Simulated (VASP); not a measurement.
# Si4O in VASP: single point with PBE

Aim: the single point of Si4O with PBE.

Program: VASP 6.6.1. These are calculated values, not measurements. Logs are shortened: lines on timing, memory, paths and dates and some standing lists are left out, and cuts for length are marked.

## (1) The cell of the first run

The cell holds a slab with vacuum, 5 atoms: a = 3.868 Å, b = 3.868 Å, c = 19.612 Å, α = 90.00°, β = 90.00°, γ = 90.00°.

## (2) Single point, PBE, collinear spin, ferromagnetic start

File INCAR:

```
SYSTEM = Si4O
ALGO = Normal ; DIPOL = 0.5 0.5 0.344
EDIFF = 1E-6 ; ENCUT = 520
GGA = PE ; IDIPOL = 3
ISIF = 2 ; ISMEAR = 0
ISPIN = 2 ; LASPH = .TRUE.
LCHARG = .FALSE. ; LDIPOL = .TRUE.
LORBIT = 11 ; LREAL = .FALSE.
LWAVE = .FALSE. ; MAGMOM = 0 0 0 0 2
NBANDS = 23 ; NELM = 150
PREC = Accurate ; SIGMA = 0.05
```

File KPOINTS:

```
k-points
0
G
  7 7 1
  0 0 0
```

File POSCAR:

```
Si4O
1.0
    3.8675355712      0.0000000000      0.0000000000
    0.0000000000      3.8675355712      0.0000000000
    0.0000000000      0.0000000000     19.6115149722
Si O
4 1
Direct
    0.0000000000      0.5000000000      0.2039618054
    0.0000000000      0.0000000000      0.2736851448
    0.5000000000      0.0000000000      0.3452315372
    0.5000000000      0.5000000000      0.4136098095
    0.5000000000      0.6666666667      0.4854525707
```

Potentials or basis: VASP PAW PBE potentials, release 64 (Si, O).

Run with:

```console
$ cat potpaw_PBE.64/Si/POTCAR potpaw_PBE.64/O/POTCAR > POTCAR
$ mpirun -np 1 vasp_std > vasp.out
```

OUTCAR:

```text
SYSTEM = Si4O
   EDIFF = 1E-6
   ENCUT = 520
   GGA = PE
   ISIF = 2
   ISMEAR = 0
   ISPIN = 2
   LASPH = .TRUE.
   LORBIT = 11
   LREAL = .FALSE.
   NELM = 150
   PREC = Accurate

 ion  position               nearest neighbor table
   1  0.000  0.500  0.204-   2 2.37   2 2.37
   2  0.000  0.000  0.274-   1 2.37   1 2.37   3 2.39   3 2.39
   3  0.500  0.000  0.345-   4 2.35   4 2.35   2 2.39   2 2.39
   4  0.500  0.500  0.414-   5 1.55   3 2.35   3 2.35
   5  0.500  0.667  0.485-   4 1.55

  LATTYP: Found a simple tetragonal cell.
 ALAT       =     3.8675355712
 C/A-ratio  =     5.0708040330

  Lattice vectors:

 A1 = (   3.8675355712,   0.0000000000,   0.0000000000)
 A2 = (   0.0000000000,   3.8675355712,   0.0000000000)
 A3 = (   0.0000000000,   0.0000000000,  19.6115149722)

Analysis of symmetry for initial positions (statically):
=====================================================================
 Subroutine PRICEL returns:
 Original cell was already a primitive cell.

 Routine SETGRP: Setting up the symmetry group for a
 simple tetragonal supercell.

 Subroutine GETGRP returns: Found  2 space group operations
 (whereof  2 operations were pure point group operations)
 out of a pool of 16 trial point group operations.

The static configuration has the point symmetry C_1h.

Analysis of symmetry for dynamics (positions and initial velocities):
=====================================================================
 Subroutine PRICEL returns:
 Original cell was already a primitive cell.

 Routine SETGRP: Setting up the symmetry group for a
 simple tetragonal supercell.

 Subroutine GETGRP returns: Found  2 space group operations
 (whereof  2 operations were pure point group operations)
 out of a pool of 16 trial point group operations.

The dynamic configuration has the point symmetry C_1h.

Analysis of structural, dynamic, and magnetic symmetry:
=====================================================================
 Subroutine PRICEL returns:
 Original cell was already a primitive cell.

 Routine SETGRP: Setting up the symmetry group for a
 simple tetragonal supercell.

 Subroutine GETGRP returns: Found  2 space group operations
 (whereof  2 operations were pure point group operations)
 out of a pool of 16 trial point group operations.

The overall configuration has the point symmetry C_1h.

 Subroutine INISYM returns: Found  2 space group operations
[... 131 lines left out ...]
   NGX = 15   NGY = 15   NGZ = 73

 dipolmoment           0.000000      0.000000     -0.065138 electrons x Angstroem

 number of electron      22.0000003 magnetization       0.2403625

 dipolmoment           0.000000      0.000000      0.236978 electrons x Angstroem

 Free energy of the ion-electron system (eV)
  ---------------------------------------------------
  ext. energy  EPLUGINS =         0.00000000
  ---------------------------------------------------
  free energy    TOTEN  =       -25.46926447 eV

  energy without entropy =      -25.46583612  energy(sigma->0) =      -25.46755029

 E-fermi :  -3.0798     XC(G=0):  -3.8007

 val. band max:       -3.0966531689   @ k =   0.4286   0.0000   0.0000
 cond. band min:      -3.0566852910   @ k =  -0.1429   0.2857   0.0000
 fundamental gap:      0.0399678779
 Fermi energy:        -3.0797691971

 spin component 1

 k-point     1 :       0.0000    0.0000    0.0000
  band No.  band energies     occupation
      1     -20.8880      1.00000
      2     -13.9813      1.00000
      3     -11.6785      1.00000
      4      -8.3567      1.00000
      5      -6.1232      1.00000
      6      -5.7238      1.00000
[... 405 lines left out ...]
     22       5.9709      0.00000
     23       6.2421      0.00000
 Fermi energy:        -3.0797691971

 spin component 2

 k-point     1 :       0.0000    0.0000    0.0000
  band No.  band energies     occupation
      1     -20.8283      1.00000
      2     -13.9395      1.00000
      3     -11.6237      1.00000
      4      -8.3041      1.00000
      5      -6.0780      1.00000
      6      -5.6534      1.00000
[... 405 lines left out ...]
     22       6.0202      0.00000
     23       6.2932      0.00000

------------------------ aborting loop because EDIFF is reached ----------------------------------------

 vacuum level on the upper side and lower side of the slab       (xc-potential included)         1.378        -1.453

  FORCE on cell =-STRESS in cart. coord.  units (eV):
  Direction    XX          YY          ZZ          XY          YZ          ZX
  --------------------------------------------------------------------------------------
  -------------------------------------------------------------------------------------
  Total       -1.9498868      0.1385254      0.1984637      0.0000000     -0.5986901      0.0000000
  in kB      -10.6497694      0.7565891      1.0839568      0.0000000     -3.2698880      0.0000000
  external PRESSURE =      -2.9364078 kB  Pullay stress =       0.0000000 kB

 VOLUME and BASIS-vectors are now :
 -----------------------------------------------------------------------------
  energy-cutoff  :      520.00
  volume of cell :      293.35
      direct lattice vectors                 reciprocal lattice vectors
     3.867535571  0.000000000  0.000000000     0.258562586  0.000000000  0.000000000
     0.000000000  3.867535571  0.000000000     0.000000000  0.258562586  0.000000000
     0.000000000  0.000000000 19.611514972     0.000000000  0.000000000  0.050990451

 POSITION                                       TOTAL-FORCE (eV/Angst)
 -----------------------------------------------------------------------------------
      0.00000      1.93377      4.00000         0.000000      0.028532     -0.007310
      0.00000      0.00000      5.36738         0.000000      0.161459      0.213804
      1.93377      0.00000      6.77051         0.000000     -0.345838     -0.370637
      1.93377      1.93377      8.11151         0.000000      0.511618     -0.029456
      1.93377      2.57836      9.52046         0.000000     -0.355771      0.193599
 -----------------------------------------------------------------------------------
    total drift:                                0.000000     -0.000031      0.000021

  FREE ENERGIE OF THE ION-ELECTRON SYSTEM (eV)
  ---------------------------------------------------
  free  energy   TOTEN  =       -25.4692644654 eV

  energy  without entropy=      -25.4658361234  energy(sigma->0) =      -25.46755029

 vacuum level on the upper side and lower side of the slab         4.969         2.090

 total charge

# of ion       s       p       d       tot
------------------------------------------
    1        0.866   0.710   0.000   1.576
    2        0.767   0.895   0.000   1.662
    3        0.780   0.893   0.000   1.673
    4        0.784   0.913   0.000   1.697
    5        1.602   3.360   0.000   4.962
--------------------------------------------------
tot          4.799   6.770   0.000  11.570

 magnetization (x)

# of ion       s       p       d       tot
------------------------------------------
    1        0.003   0.034   0.000   0.037
    2        0.000   0.011   0.000   0.011
    3        0.001   0.022   0.000   0.023
    4       -0.000   0.004   0.000   0.004
    5        0.000   0.036   0.000   0.037
--------------------------------------------------
tot          0.004   0.108   0.000   0.112
```

Run time: 9 min. Hardware: 1 thread of Intel Xeon 8259CL, shared host; peak memory 0.53 GiB.

What came out:

| Quantity | Value |
| --- | --- |
| Free energy | -25.4693 eV |
| Largest force | 0.512 eV/Å |
| Net moment | 0.24 μB per cell |
| Site moments | Si +0.04, +0.01, +0.02, +0.00; O +0.04 μB |
| Valence electrons inside the program's atomic spheres | Si 1.58, 1.66, 1.67, 1.70; O 4.96 |

Forces in eV/Å, atoms in the order of the input:
```
Si   0.000  0.029 -0.007
Si   0.000  0.161  0.214
Si   0.000 -0.346 -0.371
Si   0.000  0.512 -0.029
O    0.000 -0.356  0.194
```

Levels at points of the mesh, in eV from the Fermi level:
Spin up:
```
           k point  band 8  band 9  band 10  band 11  band 12  band 13  band 14  band 15
(0.00, 0.00, 0.00)   -1.60   -1.58    -0.72    -0.14     1.37     1.54     1.74     2.62
```
Spin down:
```
           k point  band 9  band 10  band 11  band 12  band 13  band 14
(0.00, 0.00, 0.00)   -1.51    -0.61    -0.04     1.40     1.57     1.78
```
